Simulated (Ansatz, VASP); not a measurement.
Mg3ZnS4: VASP beside Ansatz

The input INCAR:

```
SYSTEM = Mg3ZnS4
  PREC = Accurate
  ENCUT = 600
  EDIFF = 1E-7
  ISMEAR = 0
  SIGMA = 0.02
  LREAL = .FALSE.
  LASPH = .TRUE.
  NELM = 80
  ALGO = Normal
  ISIF = 3
  LWAVE = .FALSE.
  LCHARG = .FALSE.
  GGA = PE
  IBRION = 2
  NSW = 100
  EDIFFG = -0.01
```

The input KPOINTS:

```
Automatic mesh
0
G
  8 8 4
  0 0 0
```

The input POSCAR:

```
Mg3ZnS4
1.0
    3.6861326765      0.0000000000      0.0000000000
    0.0000000000      3.6861326765      0.0000000000
    0.0000000000      0.0000000000     10.3741595471
Mg Zn S
3 1 4
Direct
    0.0000000000      0.0000000000      0.7526584271
    0.0000000000      0.0000000000      0.2473415729
    0.5000000000      0.5000000000      0.5000000000
    0.5000000000      0.5000000000      0.0000000000
    0.0000000000      0.0000000000      0.0000000000
    0.5000000000      0.5000000000      0.2462788311
    0.0000000000      0.0000000000      0.5000000000
    0.5000000000      0.5000000000      0.7537211689
```

Input for Ansatz:

```yaml
crystal:
  lattice:
    - [3.6861326765, 0.0, 0.0]
    - [0.0, 3.6861326765, 0.0]
    - [0.0, 0.0, 10.3741595471]
  atoms:
    - { symbol: Mg, position: [0.0, 0.0, 0.7526584271] }
    - { symbol: Mg, position: [0.0, 0.0, 0.2473415729] }
    - { symbol: Mg, position: [0.5, 0.5, 0.5] }
    - { symbol: Zn, position: [0.5, 0.5, 0.0] }
    - { symbol: S, position: [0.0, 0.0, 0.0] }
    - { symbol: S, position: [0.5, 0.5, 0.2462788311] }
    - { symbol: S, position: [0.0, 0.0, 0.5] }
    - { symbol: S, position: [0.5, 0.5, 0.7537211689] }
basis:
  ecutwfc: 420
kpoints:
  mp_grid: { grid: [8, 8, 4] }
hamiltonian:
  xc: pbe
scf:
  occupations: { method: gaussian, width: 0.02 }
output:
  forces: true
  stress: true
  eigenvalues: true
relax:
  adjacent_minimum: "off"
  f_tol: 0.01
  max_steps: 80
  cell: { stress_tol: 0.05 }
```

Alike in both runs: task relaxation of cell and atoms; functional PBE; k mesh 8 × 8 × 4; occupations gaussian, width 0.02 eV; no spin polarisation.

|  | VASP | Ansatz |
| --- | --- | --- |
| version | VASP 6.6.1 | Ansatz 0.2.0 |
| potentials or method | VASP PAW PBE potentials, release 64 (Mg, Zn, S), cutoff 600 eV | scalar-relativistic, plane waves, PAW |
| valence electrons in the cell | 42 | 66 |

|  | VASP | Ansatz | Ansatz less VASP |
| --- | --- | --- | --- |
| gap on the k mesh at the Fermi level, each at its own relaxed structure (eV) | 1.02 | 1.03 | +0.013 |
| relaxed volume (Å³/atom) | 17.54 | 17.58 | +0.035 |
| relaxed cell length with the largest relative difference (Å) | 3.674 | 3.677 | +0.0035 |

VASP's potentials hold 42 valence electrons a cell and Ansatz's 66, so a difference there can come from the potentials and not from the codes.
